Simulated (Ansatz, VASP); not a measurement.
# SrLiH3: VASP beside Ansatz

```xyz
5
Lattice="4.6308 0.0000 0.0289 0.0000 4.6308 0.0000 0.0289 0.0000 4.6308" Properties=species:S:1:pos:R:3 pbc="T T T"
Li    0.0000    0.0000    0.0000
Sr    2.3299    2.3154    2.3299
H     0.0145    2.3154    2.3154
H     2.3299    0.0000    2.3299
H     2.3154    2.3154    0.0145
```

Change from the starting cell: strain +0.0125 x Voigt [0, 0, 0, 0, 1, 0], atoms carried along.

Alike in both runs: task single point; functional PBE; k mesh 6 × 6 × 6; occupations gaussian, width 0.05 eV; no spin polarisation.

|  | VASP | Ansatz |
| --- | --- | --- |
| version | VASP 6.6.1 | Ansatz 0.2.0 |
| potentials or method | VASP PAW PBE potentials, release 64 (Li_sv, Sr_sv, H), cutoff 520 eV | scalar-relativistic, plane waves, PAW |
| valence electrons in the cell | 16 | 16 |

```csv
,VASP,Ansatz,Ansatz less VASP
gap on the k mesh at the Fermi level (eV),1.80,1.81,+0.004
least direct gap on the mesh (eV),2.22,2.22,+0.001
```

With one functional, cell and mesh, what is left measures potentials, basis and numerics.

Noted on VASP's run: the cutoff is under 1.25 times that of the potentials, so the pressure is a little rough.
